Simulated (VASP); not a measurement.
# Sn (P6_3/mmc) in VASP: further runs, part 2 of 3

VASP 6.6.1. Earlier steps stand in the parts before.

## 3. Single point, PBE

This run uses another cell than the first one, of 35.41 Å³/atom, 1.022 times its volume.

File INCAR:

```
ALGO = Normal ; EDIFF = 1E-7
ENCUT = 520 ; GGA = PE
ISIF = 2 ; ISMEAR = -1
LASPH = T ; LCHARG = F
LREAL = F ; LWAVE = F
NBANDS = 36 ; NELM = 60
PREC = Accurate ; SIGMA = 0.02
```

File KPOINTS:

```
k-points
0
Gamma
  6 6 4
```

File POSCAR:

```
Sn
1.0
    4.6349415768      0.0000000000      0.0000000000
   -2.3174707884      4.0139771505      0.0000000000
    0.0000000000      0.0000000000      7.6138918620
Sn
4
Direct
    0.3333333333      0.6666666667      0.0002405554
    0.6666666667      0.3333333333      0.5002405554
    0.3333333333      0.6666666667      0.3747594446
    0.6666666667      0.3333333333      0.8747594446
```

Potentials or basis: VASP PAW PBE potentials, release 64 (Sn_d).

On the command line:

```
$ cat potpaw_PBE.64/Sn_d/POTCAR > POTCAR
$ mpirun -np 1 vasp_std > vasp.out
```

OUTCAR:

```text
EDIFF = 1E-7
   ENCUT = 520
   GGA = PE
   ISIF = 2
   ISMEAR = -1
   LASPH = T
   LREAL = F
   NELM = 60
   PREC = Accurate

 ion  position               nearest neighbor table
   1  0.333  0.667  0.000-   4 2.84   4 2.84   4 2.84   3 2.85
   2  0.667  0.333  0.500-   3 2.84   3 2.84   3 2.84   4 2.85
   3  0.333  0.667  0.375-   2 2.84   2 2.84   2 2.84   1 2.85
   4  0.667  0.333  0.875-   1 2.84   1 2.84   1 2.84   2 2.85

  LATTYP: Found a hexagonal cell.
 ALAT       =     4.6349415768
 C/A-ratio  =     1.6427158219

  Lattice vectors:

 A1 = (   4.6349415768,   0.0000000000,   0.0000000000)
 A2 = (  -2.3174707884,   4.0139771505,   0.0000000000)
 A3 = (   0.0000000000,   0.0000000000,   7.6138918620)

Analysis of symmetry for initial positions (statically):
=====================================================================
 Subroutine PRICEL returns:
 Original cell was already a primitive cell.

 Routine SETGRP: Setting up the symmetry group for a
 hexagonal supercell.

 Subroutine GETGRP returns: Found 24 space group operations
 (whereof  6 operations were pure point group operations)
 out of a pool of 24 trial point group operations.

The static configuration has the point symmetry C_3v.
 The point group associated with its full space group is D_6h.

Analysis of symmetry for dynamics (positions and initial velocities):
=====================================================================
 Subroutine PRICEL returns:
 Original cell was already a primitive cell.

 Routine SETGRP: Setting up the symmetry group for a
 hexagonal supercell.

 Subroutine GETGRP returns: Found 24 space group operations
 (whereof  6 operations were pure point group operations)
 out of a pool of 24 trial point group operations.

The dynamic configuration has the point symmetry C_3v.
 The point group associated with its full space group is D_6h.

 Subroutine INISYM returns: Found 24 space group operations
 (whereof  6 operations are pure point group operations),
 and found     1 'primitive' translations

----------------------------------------------------------------------------------------

                                     Primitive cell

  volume of cell :     141.6530

  direct lattice vectors                    reciprocal lattice vectors
     4.634941577  0.000000000  0.000000000     0.215752450  0.124564735  0.000000000
    -2.317470788  4.013977150  0.000000000     0.000000000  0.249129470  0.000000000
     0.000000000  0.000000000  7.613891862     0.000000000  0.000000000  0.131338876

  length of vectors
     4.634941577  4.634941577  7.613891862     0.249129470  0.249129470  0.131338876

  position of ions in fractional coordinates (direct lattice)
     0.333333333  0.666666667  0.000240555
     0.666666667  0.333333333  0.500240555
     0.333333333  0.666666667  0.374759445
     0.666666667  0.333333333  0.874759445

  ion indices of the primitive-cell ions
   primitive index   ion index
                 1           1
                 2           2
                 3           3
                 4           4

----------------------------------------------------------------------------------------

 KPOINTS: k-points

Automatic generation of k-mesh.
 Grid dimensions read from file:
 generate k-points for:    6    6    4

 Generating k-lattice:

  Cartesian coordinates                     Fractional coordinates (reciprocal lattice)
     0.035958742  0.020760789  0.000000000     0.166666667 -0.000000000  0.000000000
     0.000000000  0.041521578  0.000000000     0.000000000  0.166666667  0.000000000
     0.000000000  0.000000000  0.032834719     0.000000000  0.000000000  0.250000000

  Length of vectors
     0.041521578  0.041521578  0.032834719

  Shift w.r.t. Gamma in fractional coordinates (k-lattice)
     0.000000000  0.000000000  0.000000000

 Subroutine IBZKPT returns following result:
 ===========================================

 Found     21 irreducible k-points:

 Following reciprocal coordinates:
            Coordinates               Weight
  0.000000  0.000000  0.000000      1.000000
  0.166667  0.000000  0.000000      6.000000
  0.333333 -0.000000  0.000000      6.000000
  0.500000  0.000000  0.000000      3.000000
  0.166667  0.166667  0.000000      6.000000
  0.333333  0.166667  0.000000     12.000000
[... 13 lines left out ...]
  0.333333  0.166667  0.500000     12.000000
  0.333333  0.333333  0.500000      2.000000
   k-points           NKPTS =     21   k-points in BZ     NKDIM =     21   number of bands    NBANDS=     36
   number of dos      NEDOS =    301   number of ions     NIONS =      4
   total plane-waves  NPLWV =  77760
   dimension x,y,z NGX =    36 NGY =   36 NGZ =   60
   dimension x,y,z NGXF=    72 NGYF=   72 NGZF=  120
   ions per type =               4
   NGX,Y,Z   is equivalent  to a cutoff of  12.91, 12.91, 13.10 a.u.
   NGXF,Y,Z  is equivalent  to a cutoff of  25.82, 25.82, 26.20 a.u.
 SYSTEM =  unknown system
   PREC   = accura    normal or accurate (medium, high low for compatibility)
   ISTART =      0    job   : 0-new  1-cont  2-samecut
   ICHARG =      2    charge: 1-file 2-atom 10-const
   ISPIN  =      1    spin polarized calculation?
   LNONCOLLINEAR =      F non collinear calculations
   LSORBIT =      F    spin-orbit coupling
   LASPH  =      T    aspherical Exc in radial PAW
   ENCUT  =  520.0 eV  38.22 Ry    6.18 a.u.   8.62  8.62 14.16*2*pi/ulx,y,z
   NELM   =     60;   NELMIN=  2; NELMDL= -5     # of ELM steps
   EDIFF  = 0.1E-06   stopping-criterion for ELM
   LREAL  =      F    real-space projection
   EDIFFG = 0.1E-05   stopping-criterion for IOM
   NSW    =      0    number of steps for IOM
   IBRION =     -1    ionic relax: 0-MD 1-quasi-New 2-CG
   NFREE  =      0    steps in history (QN), initial steepest desc. (CG)
   ISIF   =      2    stress and relaxation
   ISYM   =      2    0-nonsym 1-usesym 2-fastsym
   POTIM  = 0.5000    time-step for ionic-motion
   TEBEG  =    0.0;   TEEND  =   0.0 temperature during run
   PSTRESS=    0.0 pullay stress
   NELECT =      56.0000    total number of electrons
   NUPDOWN=      -1.0000    fix difference up-down
   EMIN   =  10.00;   EMAX   =-10.00  energy-range for DOS
   EFERMI =   0.00;   METHOD = LEGACY
   ISMEAR =    -1;   SIGMA  =   0.02  broadening in eV -4-tet -1-fermi 0-gaus
   EFERMI_NEDOS =   21; number of points for ismear=-14 and -15
   IALGO  =     38    algorithm
   IMIX   =      4    mixing-type and parameters
     AMIX     =   0.40;   BMIX     =  1.00
     AMIX_MAG =   1.60;   BMIX_MAG =  1.00
  volume/ion in A,a.u.               =      35.41       238.98
  Fermi-wavevector in a.u.,A,eV,Ry     =   1.201514  2.270532 19.641863  1.443636
  Thomas-Fermi vector in A             =   2.337321
   LORBIT       =      0    0 simple, 1 ext, 2 COOP (PROOUT), +10 PAW based schemes
   GGA     = PE    functional components
[... 5 lines left out ...]
 non-spin polarized calculation
  energy-cutoff  :      520.00
  volume of cell :      141.65
 maximum number of plane-waves:      3847
 NGX is ok and might be reduce to    36
   NGX = 17   NGY = 17   NGZ = 29

 number of electron      56.0000008 magnetization

 Free energy of the ion-electron system (eV)
  ---------------------------------------------------
  ext. energy  EPLUGINS =         0.00000000
  ---------------------------------------------------
  free energy    TOTEN  =       -15.27285942 eV

  energy without entropy =      -15.27204744  energy(sigma->0) =      -15.27245343

 E-fermi :   5.2114     XC(G=0):  -8.7106

 val. band max:        5.1850895675   @ k =   0.0000   0.0000   0.2500
 cond. band min:       5.2757014402   @ k =   0.0000   0.0000   0.0000
 fundamental gap:      0.0906118727
 Fermi energy:         5.2113747305

 k-point     1 :       0.0000    0.0000    0.0000
  band No.  band energies     occupation
      1     -16.3881      2.00000
      2     -16.3881      2.00000
      3     -16.3429      2.00000
      4     -16.3381      2.00000
      5     -16.3381      2.00000
      6     -16.3212      2.00000
[... 28 lines left out ...]
     35       9.0691      0.00000
     36      10.1597      0.00000
[... 749 lines left out ...]
      6     -16.2865      2.00000
[... 28 lines left out ...]
     35      10.4531      0.00000
     36      10.4531      0.00000

------------------------ aborting loop because EDIFF is reached ----------------------------------------

  FORCE on cell =-STRESS in cart. coord.  units (eV):
  Direction    XX          YY          ZZ          XY          YZ          ZX
  --------------------------------------------------------------------------------------
  -------------------------------------------------------------------------------------
  Total        1.4132490      1.4132490      1.1549316      0.0000000      0.0000000     -0.0000000
  in kB       15.9846597     15.9846597     13.0629417      0.0000000      0.0000000     -0.0000000
  external PRESSURE =      15.0107537 kB  Pullay stress =       0.0000000 kB

 VOLUME and BASIS-vectors are now :
 -----------------------------------------------------------------------------
  energy-cutoff  :      520.00
  volume of cell :      141.65
      direct lattice vectors                 reciprocal lattice vectors
     4.634941577  0.000000000  0.000000000     0.215752450  0.124564735  0.000000000
    -2.317470788  4.013977150  0.000000000     0.000000000  0.249129470  0.000000000
     0.000000000  0.000000000  7.613891862     0.000000000  0.000000000  0.131338876

 POSITION                                       TOTAL-FORCE (eV/Angst)
 -----------------------------------------------------------------------------------
     -0.00000      2.67598      0.00183        -0.000000      0.000000     -0.045518
      2.31747      1.33799      3.80878        -0.000000     -0.000000     -0.045518
     -0.00000      2.67598      2.85338         0.000000     -0.000000      0.045518
      2.31747      1.33799      6.66032        -0.000000      0.000000      0.045518
 -----------------------------------------------------------------------------------
    total drift:                               -0.000000      0.000000      0.000000

  FREE ENERGIE OF THE ION-ELECTRON SYSTEM (eV)
  ---------------------------------------------------
  free  energy   TOTEN  =       -15.2728594204 eV

  energy  without entropy=      -15.2720474366  energy(sigma->0) =      -15.27245343
```

It took 84 s on 1 thread of Intel Xeon Platinum 8488C (Sapphire Rapids), shared host; peak memory 0.29 GiB.

Results:

```yaml
Free_energy: -15.2729 eV
Pressure: 1.5 GPa
Largest_force: 0.046 eV/Å
Band_gap_on_the_k_mesh: zero (band 28 reaches 5.28 eV, above the bottom of band 29 at 5.19 eV)
```

Forces on the atoms (eV/Å):
```
Sn   0.000  0.000 -0.046
Sn   0.000  0.000 -0.046
Sn   0.000  0.000  0.046
Sn   0.000  0.000  0.046
```

Caveat: spin-orbit coupling is left out, which moves the levels of the heavy elements.

## 4. Single point, PBE (volume changed by -3%)

File INCAR:

```
SYSTEM = Sn
PREC = Accurate
ENCUT = 520
EDIFF = 1E-6
ISMEAR = -1
SIGMA = 0.02
LREAL = .False.
LASPH = .True.
NELM = 100
ALGO = Normal
ISIF = 2
LWAVE = .False.
LCHARG = .False.
GGA = PE
NBANDS = 36
```

File KPOINTS:

```
Automatic mesh
0
Gamma
  6 6 4
  0 0 0
```

File POSCAR:

```
Sn
1.0
    4.6614851832      0.0000000000      0.0000000000
   -2.3307425916      4.0369645880      0.0000000000
    0.0000000000      0.0000000000      7.5968090641
Sn
4
Direct
    0.3333333333      0.6666666667     -0.0008172485
    0.6666666667      0.3333333333      0.4991827515
    0.3333333333      0.6666666667      0.3758172485
    0.6666666667      0.3333333333      0.8758172485
```

Potentials or basis: VASP PAW PBE potentials, release 64 (Sn_d).

On the command line:

```
$ cat potpaw_PBE.64/Sn_d/POTCAR > POTCAR
$ mpirun -np 1 vasp_std > vasp.out
```

OUTCAR:

```text
SYSTEM = Sn
   PREC = Accurate
   ENCUT = 520
   EDIFF = 1E-6
   ISMEAR = -1
   LREAL = .False.
   LASPH = .True.
   NELM = 100
   ISIF = 2
   GGA = PE

 ion  position               nearest neighbor table
   1  0.333  0.667  0.999-   4 2.85   4 2.85   4 2.85   3 2.86
   2  0.667  0.333  0.499-   3 2.85   3 2.85   3 2.85   4 2.86
   3  0.333  0.667  0.376-   2 2.85   2 2.85   2 2.85   1 2.86
   4  0.667  0.333  0.876-   1 2.85   1 2.85   1 2.85   2 2.86

  LATTYP: Found a hexagonal cell.
 ALAT       =     4.6614851832
 C/A-ratio  =     1.6296971385

  Lattice vectors:

 A1 = (   4.6614851832,   0.0000000000,   0.0000000000)
 A2 = (  -2.3307425916,   4.0369645880,   0.0000000000)
 A3 = (   0.0000000000,   0.0000000000,   7.5968090641)

Analysis of symmetry for initial positions (statically):
=====================================================================
 Subroutine PRICEL returns:
 Original cell was already a primitive cell.

 Routine SETGRP: Setting up the symmetry group for a
 hexagonal supercell.

 Subroutine GETGRP returns: Found 24 space group operations
 (whereof  6 operations were pure point group operations)
 out of a pool of 24 trial point group operations.
[... 164 lines left out ...]

 E-fermi :   5.0805     XC(G=0):  -8.6703

 val. band max:        5.0577975121   @ k =   0.0000   0.0000   0.2500
 cond. band min:       5.2424604077   @ k =   0.0000   0.0000   0.0000
 fundamental gap:      0.1846628955
 Fermi energy:         5.0805336218

 k-point     1 :       0.0000    0.0000    0.0000
  band No.  band energies     occupation
      1     -16.4614      2.00000
      2     -16.4614      2.00000
      3     -16.4227      2.00000
      4     -16.4140      2.00000
      5     -16.4140      2.00000
      6     -16.3930      2.00000
[... 808 lines left out ...]
     35      10.2601      0.00000
     36      10.2601      0.00000

------------------------ aborting loop because EDIFF is reached ----------------------------------------

  FORCE on cell =-STRESS in cart. coord.  units (eV):
  Direction    XX          YY          ZZ          XY          YZ          ZX
  --------------------------------------------------------------------------------------
  -------------------------------------------------------------------------------------
  Total        1.0066940      1.0066940      0.9950245      0.0000000     -0.0000000     -0.0000000
  in kB       11.2822985     11.2822985     11.1515153      0.0000000     -0.0000000     -0.0000000
  external PRESSURE =      11.2387041 kB  Pullay stress =       0.0000000 kB

 VOLUME and BASIS-vectors are now :
 -----------------------------------------------------------------------------
  energy-cutoff  :      520.00
  volume of cell :      142.96
      direct lattice vectors                 reciprocal lattice vectors
     4.661485183  0.000000000  0.000000000     0.214523904  0.123855434  0.000000000
    -2.330742592  4.036964588  0.000000000     0.000000000  0.247710867  0.000000000
     0.000000000  0.000000000  7.596809064     0.000000000  0.000000000  0.131634215

 POSITION                                       TOTAL-FORCE (eV/Angst)
 -----------------------------------------------------------------------------------
     -0.00000      2.69131      7.59060        -0.000000      0.000000     -0.000224
      2.33074      1.34565      3.79220         0.000000     -0.000000     -0.000224
     -0.00000      2.69131      2.85501         0.000000     -0.000000      0.000224
      2.33074      1.34565      6.65342        -0.000000     -0.000000      0.000224
 -----------------------------------------------------------------------------------
    total drift:                               -0.000000      0.000000      0.000000

  FREE ENERGIE OF THE ION-ELECTRON SYSTEM (eV)
  ---------------------------------------------------
  free  energy   TOTEN  =       -15.2854354672 eV

  energy  without entropy=      -15.2847732338  energy(sigma->0) =      -15.28510435
```

OSZICAR:

```text
N       E                     dE             d eps       ncg     rms          rms(c)
DAV:   1     0.562493601434E+03    0.56249E+03   -0.28646E+04  1532   0.224E+03
DAV:   2     0.642286376602E+02   -0.49826E+03   -0.49059E+03  1512   0.575E+02
DAV:   3    -0.116434457827E+02   -0.75872E+02   -0.74919E+02  1708   0.197E+02
DAV:   4    -0.152826778257E+02   -0.36392E+01   -0.36291E+01  1728   0.483E+01
DAV:   5    -0.153881215388E+02   -0.10544E+00   -0.10543E+00  1880   0.837E+00    0.428E+00
DAV:   6    -0.153167469601E+02    0.71375E-01   -0.72014E-02  2004   0.232E+00    0.252E+00
DAV:   7    -0.152805713378E+02    0.36176E-01   -0.94003E-02  1632   0.263E+00    0.233E-01
DAV:   8    -0.152847630472E+02   -0.41917E-02   -0.15186E-02  1664   0.122E+00    0.623E-02
DAV:   9    -0.152851168467E+02   -0.35380E-03   -0.76444E-04  2140   0.231E-01    0.402E-02
DAV:  10    -0.152854197582E+02   -0.30291E-03   -0.55245E-04  1616   0.125E-01    0.117E-02
DAV:  11    -0.152854280459E+02   -0.82877E-05   -0.14219E-05  1752   0.250E-02    0.569E-03
DAV:  12    -0.152854356937E+02   -0.76478E-05   -0.15799E-05  1572   0.262E-02    0.397E-03
DAV:  13    -0.152854354672E+02    0.22647E-06   -0.78511E-07  1140   0.114E-02
   1 F= -.15285435E+02 E0= -.15285104E+02  d E =-.662233E-03
```

It took 70 s on 1 thread of Intel Xeon Platinum 8488C (Sapphire Rapids), shared host; peak memory 0.29 GiB.

What came out:

```
Free energy            : -15.2854 eV
Pressure               : 1.1 GPa
Band gap on the k mesh : zero (band 28 reaches 5.24 eV, above the bottom of band 29 at 5.06 eV)
```

Levels at points of the mesh, in eV from the Fermi level:
```tsv
k point	band 24	band 25	band 26	band 27	band 28	band 29	band 30	band 31	band 32	band 33
(0.00, 0.00, 0.00)	-1.02	-1.02	-0.77	-0.25	0.16	0.26	0.26	2.07	2.07	2.48
(0.50, 0.00, 0.00)	-5.51	-3.28	-2.23	-1.88	-0.97	0.73	1.31	3.34	3.34	3.75
(0.00, 0.00, 0.50)	-3.88	-0.52	-0.52	-0.52	-0.52	0.37	0.37	2.96	2.96	2.96
(0.50, 0.00, 0.50)	-6.34	-1.77	-1.77	-1.71	-1.71	0.62	0.62	2.09	2.09	5.16
```

Caveat: the cell differs from its parent crystal (volume changed by -3%); spin-orbit coupling is left out, which moves the levels of the heavy elements.

(Part 2 of 3 ends here.)
